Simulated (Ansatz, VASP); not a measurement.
**Two plane-wave programs on TaN**

```
Ta N
1.0
     1.46193   -2.53214    0.00000
     0.00000    0.00000   -2.87048
    11.16417    5.32024    0.00000
Ta N
4 4
Direct
  0.24897 0.50000 0.75310
  0.95435 0.50000 0.13694
  0.38589 0.50000 0.34233
  0.81743 0.50000 0.54772
  0.47717 0.00000 0.06848
  0.90871 0.00000 0.27386
  0.34025 0.00000 0.47925
  0.77179 0.00000 0.68464
```

Alike in both runs: task single point; functional PBEsol; k mesh 15 × 15 × 5; occupations gaussian, width 0.15 eV; no spin polarisation.

|  | VASP | Ansatz |
| --- | --- | --- |
| version | VASP 6.6.1 | Ansatz 0.2.0 |
| potentials or method | VASP PAW PBE potentials, release 64 (Ta_pv, N), cutoff 520 eV | scalar-relativistic, plane waves, PAW |
| valence electrons in the cell | 64 | 72 |

Ansatz gave:

| Property | Result |
| --- | --- |
| gap on the k mesh at the Fermi level (eV) | none |
| pressure (GPa) | -8.4 |
| traceless stress, the component that is largest in VASP (GPa) | 4.20 |
| rms of the force components (eV/Å) | 0.872 |

Estimate VASP's values.

gap on the k mesh at the Fermi level (eV): none; pressure (GPa): -7.7; traceless stress, the component that is largest in VASP (GPa): 4.13; rms of the force components (eV/Å): 0.864.

VASP's potentials were made for PBE, not for PBEsol, and Ansatz warns of the same on its side. Atom by atom the forces differ by 0.014 eV/Å (rms over components). A gap of «none» marks a metal or a gap that the smearing closes. VASP's potentials hold 64 valence electrons a cell and Ansatz's 72, so a difference there can come from the potentials and not from the codes.

Spin-orbit coupling is off throughout.
